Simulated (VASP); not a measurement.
Wanted: the native input for a VASP 6.6.1 run.

```
Task                   : single point
Functional             : PBEsol
Potentials or basis    : VASP PAW PBE potentials, release 64 (Ag)
Cutoff                 : 520 eV
k mesh                 : 20 × 20 × 20
Occupations            : gaussian, width 0.15 eV
Spin                   : no spin polarisation
Dipole correction      : no
Further INCAR settings : ALGO = Normal; EDIFF = 1e-07; NBANDS = 12
```

The structure of Ag lies in POSCAR:

```
Ag
1.0
    0.0000000000      2.0431000000      1.9920225000
    2.0431000000      0.0000000000      1.9920225000
    2.0431000000      2.0431000000      0.0000000000
Ag
1
Direct
    0.0000000000      0.0000000000      0.0000000000
```

This cell differs from its parent crystal: strain -0.0250 x Voigt [0, 0, 1, 0, 0, 0].

The input as run:

INCAR

```
SYSTEM = Ag
ALGO = Normal
EDIFF = 1E-7
ENCUT = 520
GGA = PS
ISIF = 2
ISMEAR = 0
LASPH = .TRUE.
LCHARG = .TRUE.
LELF = .TRUE.
LREAL = .FALSE.
LVHAR = .TRUE.
LWAVE = .FALSE.
NBANDS = 12
NELM = 60
PREC = Accurate
SIGMA = 0.15
```

KPOINTS

```
k-points
0
G
  20 20 20
  0 0 0
```

Potentials or basis: VASP PAW PBE potentials, release 64 (Ag).

Launch:

```sh
$ cat potpaw_PBE.64/Ag/POTCAR > POTCAR
$ mpirun -np 1 vasp_std > vasp.out
```

Results of the run:

```
Pressure : 0.0 GPa
```

Caveat: the cell differs from its parent crystal (strain -0.0250 x Voigt [0, 0, 1, 0, 0, 0]); the PAW data sets were made with another functional, which shifts forces and pressure a little.

Wall time 63 s on 1 thread of Intel(R) Xeon(R) Platinum 8488C (Sapphire Rapids), with other jobs on the host, peak memory 0.24 GiB.
